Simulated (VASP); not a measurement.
Write the native input for VASP 6.6.1 that does the following.

```
Task                   : single point
Functional             : LDA
Potentials or basis    : VASP PAW LDA potentials, release 64 (Al)
Cutoff                 : 520 eV
k mesh                 : 22 × 22 × 22
Occupations            : fermi-dirac, width 0.1 eV
Spin                   : no spin polarisation
Dipole correction      : no
Further INCAR settings : ALGO = Normal; EDIFF = 1e-06; NBANDS = 8
```

The structure of Al lies in POSCAR:

```
Al
1.0
    0.0000000000      2.0433621208      2.0433621208
    2.0433621208      0.0000000000      2.0433621208
    2.0433621208      2.0433621208      0.0000000000
Al
1
Direct
    0.0000000000      0.0000000000      0.0000000000
```

This cell differs from its parent crystal: volume scaled by 1.08.

The input as run:

INCAR

```
SYSTEM = Al
  ALGO = Normal
  EDIFF = 1E-6
  ENCUT = 520
  ISIF = 2
  ISMEAR = -1
  LASPH = .TRUE.
  LCHARG = .TRUE.
  LELF = .TRUE.
  LREAL = .FALSE.
  LVHAR = .TRUE.
  LWAVE = .FALSE.
  NBANDS = 8
  NELM = 100
  PREC = Accurate
  SIGMA = 0.1
```

KPOINTS

```
k-points
0
G
  22 22 22
  0 0 0
```

Potentials or basis: VASP PAW LDA potentials, release 64 (Al).

Launch:

```bash
$ cat potpaw_LDA.64/Al/POTCAR > POTCAR
$ mpirun -np 1 vasp_std > vasp.out
```

Results of the run:

The pressure is -5.3 GPa.

It took 49 s on 1 thread of AMD EPYC 7R13 Processor (Zen 3), with other jobs on the host, peak memory 0.12 GiB.
